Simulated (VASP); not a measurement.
Input of a VASP 6.6.1 run:

File INCAR:

```
SYSTEM = H
ALGO = Normal
EDIFF = 1E-7
ENCUT = 520
GGA = PE
ISIF = 2
ISMEAR = 0
IVDW = 12
LASPH = .True.
LCHARG = .False.
LREAL = .False.
LWAVE = .False.
NBANDS = 6
NELM = 100
PREC = Accurate
SIGMA = 0.05
```

Contents of KPOINTS:

```
k-points
0
Gamma
  10 10 26
  0 0 0
```

Contents of POSCAR:

```
H
1.0
    2.7821206758      0.0000000000      0.0000000000
    0.0000000000      2.7821206758      0.0000000000
    0.0000000000      0.0000000000      1.0295175660
H
1
Direct
    0.0000000000      0.0000000000      0.5000000000
```

Potentials or basis: VASP PAW PBE potentials, release 64 (H).

The run is started by

```sh
$ cat potpaw_PBE.64/H/POTCAR > POTCAR
$ mpirun -np 1 vasp_std > vasp.out
```

Problem. Predict the dispersion energy per atom.

Solution. -0.065 eV.

Problem. What does it give for the pressure?

Solution. -4.4 GPa.

Stress tensor (GPa, compression positive):
```
 -0.14   0.00   0.00
  0.00  -0.14   0.00
  0.00   0.00 -12.79
```

Caveat: the cell differs from its parent crystal (strain +0.050 along x and y, +0.050 along z); pairwise dispersion overbinds metals, which lowers pressure and volume.
